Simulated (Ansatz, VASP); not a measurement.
One calculation of BaTiO3, two programs

```
Ba Ti O
1.0
     3.96987    0.00000    0.00000
     0.00000    3.96987    0.00000
     0.00000    0.00000    3.96987
Ba Ti O
1 1 3
Direct
  0.50000 0.50000 0.50000
  0.00000 0.00000 0.00000
  0.50000 0.00000 0.00000
  0.00000 0.50000 0.00000
  0.00000 0.00000 0.50000
```

Alike in both runs: functional PBEsol; k mesh 8 × 8 × 8; occupations gaussian, width 0.02 eV; no spin polarisation.

Ansatz relaxed the structure, and its values are those at the end. VASP's run is a single point on that final structure, the one shown.

|  | VASP | Ansatz |
| --- | --- | --- |
| version | VASP 6.6.1 | Ansatz 0.2.0 |
| potentials or method | VASP PAW PBE potentials, release 64 (Ba_sv, Ti_sv, O_h), cutoff 910 eV | scalar-relativistic, plane waves, PAW |
| valence electrons in the cell | 40 | 40 |

Ansatz gave:

| Item | Value |
| --- | --- |
| gap on the k mesh at the Fermi level (eV) | 1.82 |
| least direct gap on the mesh (eV) | 1.89 |

What did VASP give for the same quantities?

gap on the k mesh at the Fermi level (eV): 1.75; least direct gap on the mesh (eV): 1.87.

VASP's potentials were made for PBE, not for PBEsol. The functional is the same, so the differences come from potentials, cutoffs and numerics.

Spin-orbit coupling is off throughout. Noted on VASP's run: the cutoff is short for stress, so the pressure is rough.
